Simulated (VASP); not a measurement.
Write the native input for VASP 6.6.1 that does the following.

* Task: single point
* Functional: PBEsol
* Potentials or basis: VASP PAW PBE potentials, release 64 (Cu, I)
* Cutoff: 520 eV
* k mesh: 6 × 6 × 6
* Occupations: gaussian, width 0.01 eV
* Spin: non-collinear spin, zero start, spin-orbit coupling
* Starting moments: [[0.0, 0.0, 0.0], [0.0, 0.0, 0.0]] μB
* Dipole correction: no
* Further INCAR settings: ALGO = Normal; EDIFF = 1e-06; NBANDS = 30

The structure of CuI lies in POSCAR:

```
CuI
1.0
    2.9036390817      2.9036390817      0.0000000000
   -2.9036390817      2.9036390817      0.0000000000
    0.0000000000      2.9036390817      2.9036390817
Cu I
1 1
Direct
    0.7500000000      0.2500000000      0.5000000000
    0.0000000000      0.0000000000      0.0000000000
```

The input as run:

INCAR

```
SYSTEM = CuI
ALGO = Normal
EDIFF = 1E-6
ENCUT = 520
GGA = PS
GGA_COMPAT = .False.
ISIF = 2
ISMEAR = 0
LASPH = .True.
LCHARG = .True.
LMAXMIX = 4
LNONCOLLINEAR = .True.
LORBIT = 11
LORBMOM = .True.
LREAL = .False.
LSORBIT = .True.
LVHAR = .True.
LWAVE = .False.
MAGMOM = 0 0 0 0 0 0
NBANDS = 30
NELM = 150
PREC = Accurate
SIGMA = 0.01
```

KPOINTS

```
k-points
0
Gamma
  6 6 6
  0 0 0
```

Potentials or basis: VASP PAW PBE potentials, release 64 (Cu, I).

Run with:

```sh
$ cat potpaw_PBE.64/Cu/POTCAR potpaw_PBE.64/I/POTCAR > POTCAR
$ mpirun -np 1 vasp_ncl > vasp.out
```

Results of the run:

```json
{
 "Pressure": "4.3 GPa",
 "Net moment": "0.00 μB per cell",
 "Valence electrons inside the program's atomic spheres": "Cu 10.05; I 4.35"
}
```

Caveat: the cell stands under pressure; the PAW data sets were made with another functional, which shifts forces and pressure a little.

Wall time 3.5 min on 1 thread of Intel Xeon 8259CL, with other jobs on the host, peak memory 0.32 GiB.
